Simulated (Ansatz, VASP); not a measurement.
## One calculation of YbC, two programs

INCAR

```
  PREC = Accurate
  ENCUT = 520
  EDIFF = 1E-6
  ISMEAR = 0
  SIGMA = 0.05
  LREAL = False
  LASPH = True
  NELM = 150
  ALGO = Normal
  ISIF = 2
  LWAVE = False
  LCHARG = True
  ISPIN = 2
  MAGMOM = 0.05 0
  LORBIT = 11
  LMAXMIX = 6
  GGA = PS
  LELF = True
  LVHAR = True
  NBANDS = 25
```

The input KPOINTS:

```
Automatic mesh
0
Gamma
  10 10 10
```

File POSCAR:

```
YbC
1.0
    2.9663050664      0.0000000000      0.0000000000
    0.0000000000      2.9663050664      0.0000000000
    0.0000000000      0.0000000000      2.9663050664
Yb C
1 1
Direct
    0.0000000000      0.0000000000      0.0000000000
    0.5000000000      0.5000000000      0.5000000000
```

Input for Ansatz:

```yaml
crystal:
  lattice:
    - [2.9663050664, 0.0, 0.0]
    - [0.0, 2.9663050664, 0.0]
    - [0.0, 0.0, 2.9663050664]
  atoms:
    - { symbol: Yb, position: [0.0, 0.0, 0.0], spin: 0.05 }
    - { symbol: C, position: [0.5, 0.5, 0.5] }
basis:
  ecutwfc: 420
  ecutrho_ratio: 4
kpoints:
  mp_grid: { grid: [10, 10, 10] }
hamiltonian:
  xc: pbesol
scf:
  occupations: { method: gaussian, width: 0.05 }
output:
  forces: true
  stress: true
  eigenvalues: true
  populations: true
magnetization:
  spin_polarized: true
```

Alike in both runs: task single point; functional PBEsol; k mesh 10 × 10 × 10; occupations gaussian, width 0.05 eV; collinear spin.

|  | VASP | Ansatz |
| --- | --- | --- |
| version | VASP 6.6.1 | Ansatz 0.2.0 |
| potentials or method | VASP PAW PBE potentials, release 64 (Yb, C), cutoff 520 eV | scalar-relativistic, plane waves, PAW |
| valence electrons in the cell | 28 | 28 |

```tsv
	VASP	Ansatz	Ansatz less VASP
pressure (GPa)	2.9	2.5	-0.37
net moment per atom (μB)	0.00	0.00	0.000
```

VASP's potentials were made for PBE, not for PBEsol. Ansatz's warnings: given moment on shells, seeded moment not kept.

Neither program's run includes spin-orbit coupling.
